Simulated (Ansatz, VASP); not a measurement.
# Two plane-wave programs on K2SiB2

```
K Si B
1.0
     4.42714    0.00000    0.00000
    -2.21357    3.83402    0.00000
     0.00000    0.00000    5.62310
K Si B
2 1 2
Cartesian
  0.0000 2.5560 2.8115
  2.2136 1.2780 2.8115
  0.0000 0.0000 0.0000
  0.0000 2.5560 0.0000
  2.2136 1.2780 0.0000
```

Alike in both runs: functional PBE; k mesh 6 × 6 × 4; occupations gaussian, width 0.1 eV; no spin polarisation.

Ansatz relaxed the structure, and its values are those at the end. VASP's run is a single point on that final structure, the one shown.

|  | VASP | Ansatz |
| --- | --- | --- |
| version | VASP 6.6.1 | Ansatz 0.2.0 |
| potentials or method | VASP PAW PBE potentials, release 64 (K_sv, Si, B), cutoff 520 eV | scalar-relativistic, plane waves, PAW |
| valence electrons in the cell | 28 | 28 |

```csv
,VASP,Ansatz,Ansatz less VASP
gap on the k mesh at the Fermi level (eV),none,none,-
pressure (GPa),0.4,0.1,-0.31
```

A gap of «none» marks a metal or a gap that the smearing closes. With one functional, cell and mesh, what is left measures potentials, basis and numerics.
